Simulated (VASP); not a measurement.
Runs of VASP 6.6.1 on TiAl3. The structure is that of space group Pm-3m (No. 221), or close to it. The cells are those of the table. 

```csv
task,cell,k mesh,cutoff (eV),gap on the mesh (eV),pressure (GPa)
single point,"a = 3.967 Å, 4 atoms","10 × 10 × 10, shifted",520,none,1.0
relaxation of cell and atoms,"relaxed to 90 GPa from a = 3.537 Å, 4 atoms",12 × 12 × 12,600,none,89.9
relaxation of cell and atoms,"relaxed to 1 GPa from a = 3.967 Å, 4 atoms",10 × 10 × 10,600,none,1.0
single point,"a = 3.967 Å, 4 atoms",10 × 10 × 10,520,none,(a)
relaxation of cell and atoms,"relaxed to 4 GPa from a = 3.933 Å, 4 atoms",10 × 10 × 10,600,none,4.0
relaxation of cell and atoms,"relaxed to 25 GPa from a = 3.756 Å, 4 atoms",12 × 12 × 12,600,none,25.0
relaxation of cell and atoms,"relaxed to -1 GPa from a = 3.993 Å, 4 atoms",10 × 10 × 10,600,none,-1.0
single point,"a = 3.933 Å, 4 atoms",10 × 10 × 10,520,none,3.9
relaxation of cell and atoms,"relaxed to 50 GPa from a = 3.664 Å, 4 atoms",12 × 12 × 12,600,none,50.0
single point,"a = 3.980, b = 3.980, c = 4.219 Å, 4 atoms",14 × 14 × 14,520,none,-5.3
single point,"a = 3.633 Å, 4 atoms",12 × 12 × 12,520,none,49.9
relaxation of cell and atoms,"relaxed to 12 GPa from a = 3.855 Å, 4 atoms",10 × 10 × 10,600,none,12.0
```

Alike in all rows: level PBE; potentials or basis VASP PAW PBE potentials, release 64 (Ti_sv, Al); no spin polarisation; smearing gaussian 0.1 eV.

Fill in the values left out.

(a) 0.9.

Caveats: the cell is relaxed towards a set pressure, so the run minimises the enthalpy, not the energy (at least some runs); the relaxation stopped at its first step, so nothing moved (at least some runs); the cell stands under pressure (at least some runs); the stress differs along the axes, from -9 to -3 GPa (at least some runs).

A gap of «none» marks levels without a gap at the run's occupations.
